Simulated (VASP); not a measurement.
HfC:

```
CELL_PARAMETERS angstrom
3.34287 0.00000 0.00000
-1.67143 2.89501 0.00000
0.00000 0.00000 5.20271
ATOMIC_POSITIONS crystal
Hf 0.33333 0.66667 0.25000
Hf 0.66667 0.33333 0.75000
C 0.00000 0.00000 0.50000
C 0.00000 0.00000 0.00000
```

Base run:

* Program: VASP 6.6.1
* Functional: r2SCAN
* Potentials or basis: VASP PAW PBE potentials, release 64 (Hf_pv, C)
* Cutoff: 520 eV
* k mesh: 9 × 9 × 5
* Occupations: fermi-dirac, width 0.05 eV
* Spin: no spin polarisation
* Hubbard terms: Hf d U = 6.0 eV

Its results: band gap on the k mesh zero (band 14 reaches 8.88 eV, above the bottom of band 15 at 7.21 eV); pressure 18.3 GPa.

Problem. After a change of settings the same cell gave: band gap on the k mesh zero (band 14 reaches 7.66 eV, above the bottom of band 15 at 6.35 eV); pressure -3.8 GPa. Which change was it?
A. hubbard terms from Hf d U = 6.0 eV to Hf d U = 2.0 eV
B. hubbard terms from Hf d U = 6.0 eV to Hf d U = 8.0 eV; further incar settings from ALGO = Normal; EDIFF = 1e-06; NBANDS = 22 to ALGO = Normal; EDIFF = 1e-07; NBANDS = 22
C. hubbard terms from Hf d U = 6.0 eV to none

Solution. C.

Caveats: the PAW data sets were made with another functional, which shifts forces and pressure a little; spin-orbit coupling is left out, which moves the levels of the heavy elements; U without spin polarisation on a metal has little footing (some runs); the U is typed as a test and isn't derived for this compound (some runs).
